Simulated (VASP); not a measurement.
## Ti2C: relaxation of cell and atoms with PBEsol

Ti2C:

```
Ti C
1.0
     1.48603    0.85796    4.60860
    -1.48603    0.85796    4.60860
     0.00000   -1.71592    4.60860
Ti C
2 1
Direct
  0.24772 0.24772 0.24772
  0.75228 0.75228 0.75228
  0.50000 0.50000 0.50000
```

```yaml
Program: VASP 6.6.1
Task: relaxation of cell and atoms
Functional: PBEsol
Potentials_or_basis: VASP PAW PBE potentials, release 64 (Ti_sv, C)
Cutoff: 600 eV
k_mesh: 18 × 18 × 18
Occupations: gaussian, width 0.1 eV
Spin: no spin polarisation
Target_pressure: 15 GPa
Dipole_correction: no
Further_INCAR_settings: ALGO = Normal; EDIFF = 1e-06; IBRION = 2; EDIFFG = -0.008; NSW = 70; ISIF = 3
```

```json
{"Relaxed volume": "11.77 Å³/atom", "Relaxed cell": "a = 4.906 Å, b = 4.906 Å, c = 4.906 Å, α = 35.35°, β = 35.35°, γ = 35.35°", "Space group after relaxing (to 0.1 Å)": "R-3m (No. 166)", "Energy change on relaxing (the run minimises the enthalpy)": "-5.1 meV/atom", "Ionic steps": "6", "Pressure after relaxing": "15.0 GPa", "Largest force after relaxing": "0.004 eV/Å", "Band gap on the k mesh": "zero (bands 14 and 15 overlap by 1.05 eV)"}
```

Forces on the atoms (eV/Å):
```
Ti   0.000  0.000  0.004
Ti   0.000  0.000 -0.004
C    0.000  0.000  0.000
```

Stress tensor (GPa, compression positive):
```
15.09  0.00  0.00
 0.00 15.09  0.00
 0.00  0.00 14.95
```

Step by step:
| step | energy change (eV) | largest force (eV/Å) | pressure (GPa) | volume (Å³) |
| --- | --- | --- | --- | --- |
| 1 | 0.0000 | 0.4866 | 17.50 | 35.25 |
| 2 | -0.0776 | 0.4166 | 8.57 | 36.20 |
| 3 | -0.0408 | 0.1277 | 13.94 | 35.61 |
| 4 | -0.0196 | 0.0119 | 14.87 | 35.36 |
| 5 | -0.0154 | 0.0096 | 15.03 | 35.32 |
| 6 | -0.0154 | 0.0040 | 15.04 | 35.32 |

Final structure:
```cif
data_structure
_symmetry_space_group_name_H-M 'P 1'
_symmetry_Int_Tables_number 1
_cell_length_a 4.9058
_cell_length_b 4.9058
_cell_length_c 4.9058
_cell_angle_alpha 35.353
_cell_angle_beta 35.353
_cell_angle_gamma 35.353
_cell_volume 35.32
loop_
_atom_site_label
_atom_site_type_symbol
_atom_site_fract_x
_atom_site_fract_y
_atom_site_fract_z
_atom_site_occupancy
Ti1 Ti 0.24905 0.24905 0.24905 1
Ti2 Ti 0.75095 0.75095 0.75095 1
C1 C 0.50000 0.50000 0.50000 1
```

Levels at points of the mesh, in eV from the Fermi level:
| k point | band 10 | band 11 | band 12 | band 13 | band 14 | band 15 | band 16 | band 17 | band 18 |
| --- | --- | --- | --- | --- | --- | --- | --- | --- | --- |
| (0.00, 0.00, 0.00) | -5.15 | -2.58 | -2.58 | -1.79 | 0.52 | 0.52 | 1.15 | 2.25 | 2.25 |
| (0.50, 0.00, 0.00) | -4.83 | -3.28 | -2.41 | -1.40 | -1.12 | 0.30 | 1.87 | 2.81 | 3.39 |
| (0.50, 0.50, 0.00) | -5.33 | -2.99 | -2.67 | -1.93 | -0.98 | 1.18 | 2.84 | 3.33 | 3.63 |
| (0.50, 0.50, 0.50) | -5.95 | -2.34 | -2.34 | -0.53 | -0.16 | 0.97 | 0.97 | 2.10 | 2.10 |

Run time: 38 min on 1 thread of AMD EPYC 9R45 96-Core Processor (Zen 5), on a shared host, peak memory 0.55 GiB.

Caveat: the cell is relaxed towards a set pressure, so the run minimises the enthalpy, not the energy; the PAW data sets were made with another functional, which shifts forces and pressure a little.
